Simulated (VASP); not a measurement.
# H21C10N5O3: single point with PBE

H21C10N5O3:

```
CELL_PARAMETERS angstrom
8.06714 0.00000 0.00000
0.00000 8.06714 0.00000
0.00000 0.00000 8.06714
ATOMIC_POSITIONS crystal
O 0.76740 0.43752 0.66281
O 0.52070 0.55355 0.84733
O 0.96680 0.17558 0.87594
H 0.70128 0.52815 0.69313
H 0.78448 0.46371 0.54084
H 0.49942 0.46480 0.92660
H 0.40349 0.56436 0.81347
H 0.95110 0.15455 0.99025
H 0.88857 0.25867 0.83893
H 0.59957 0.03763 0.52323
H 0.47358 0.06251 0.33310
H 0.62969 0.91172 0.37939
H 0.13515 0.01518 0.64869
H 0.07531 0.79789 0.68045
H 0.25352 0.83952 0.75655
H 0.21315 0.46053 0.21393
H 0.08458 0.27202 0.25441
H 0.06137 0.45098 0.39066
H 0.94902 0.85842 0.00027
H 0.00473 0.85008 0.20526
H 0.10041 0.72314 0.06764
H 0.55800 0.92358 0.77340
H 0.47738 0.13266 0.75301
H 0.66615 0.07465 0.84045
C 0.58995 0.04217 0.38887
C 0.70395 0.12043 0.28357
C 0.17237 0.88999 0.64906
C 0.28078 0.82177 0.51255
C 0.15608 0.37573 0.31266
C 0.27074 0.33194 0.44606
C 0.97700 0.77248 0.09767
C 0.84283 0.67500 0.10520
C 0.53207 0.04698 0.84104
C 0.43887 0.04932 0.00633
N 0.80871 0.16709 0.19370
N 0.34679 0.74650 0.39772
N 0.35084 0.30754 0.56669
N 0.74404 0.56657 0.11301
N 0.36999 0.05778 0.12976
```

* Program: VASP 6.6.1
* Task: single point
* Functional: PBE
* Potentials or basis: VASP PAW PBE potentials, release 64 (O, H, C, N)
* Cutoff: 520 eV
* k mesh: 1 × 1 × 1
* Occupations: fermi-dirac, width 0.05 eV
* Spin: no spin polarisation

```yaml
Pressure: -0.1 GPa
Largest_force: 6.813 eV/Å
Band_gap_on_the_k_mesh: 4.62 eV
```

Forces in eV/Å, atoms in the order of the input:
```
O    1.962 -0.938 -2.887
O   -1.881  0.078  0.157
O    0.819 -0.393 -1.926
H   -1.630  1.309  1.224
H   -0.081 -0.781  1.569
H    0.963 -0.049  0.332
H    0.635  0.299 -0.553
H   -0.664  0.200  1.498
H   -0.206  0.376  0.102
H    0.010  1.557  0.281
H   -1.561 -0.190  0.207
H   -0.615 -0.492 -0.833
H   -0.089  1.330  0.158
H   -0.524  0.436 -0.986
H   -0.540  1.784 -0.396
H   -0.451 -0.901  1.115
H    0.652  0.387  0.400
H    0.724 -0.533 -1.286
H    0.185  1.098 -0.824
H   -0.364  0.067  0.375
H   -0.278 -0.737 -0.093
H   -1.452  0.607  1.153
H   -0.456  0.305 -0.146
H   -0.153  0.811  1.186
C    1.278 -1.888  0.864
C    2.545  1.158 -0.419
C    2.675 -4.292  0.813
C    0.409 -2.311 -3.958
C   -0.849  1.292  0.493
C    0.923 -0.394  1.085
C    3.592  3.334 -0.262
C   -3.937 -5.470  0.996
C    0.542 -1.378  0.298
C    3.054 -0.487 -4.851
N   -0.834 -0.266  0.611
N   -2.261  2.872  4.496
N   -1.135  0.233 -1.726
N    0.960  1.747  0.008
N   -1.965  0.220  1.725
```

Stress tensor (GPa, compression positive):
```
 0.64  1.33  1.37
 1.33  0.77 -0.42
 1.37 -0.42 -1.82
```

Levels at points of the mesh, in eV from the valence-band top:
| k point | band 49 | band 50 | band 51 | band 52 | band 53 | band 54 | band 55 | band 56 |
| --- | --- | --- | --- | --- | --- | --- | --- | --- |
| (0.00, 0.00, 0.00) | -0.89 | -0.51 | -0.13 | 0.00 | 4.62 | 5.16 | 5.51 | 5.64 |

Wall time 66 s on 1 thread of Intel(R) Xeon(R) Platinum 8375C CPU @ 2.90GHz (Ice Lake), with other jobs on the host, peak memory 0.48 GiB.

Caveat: the k points lie up to 0.78 Å⁻¹ apart.
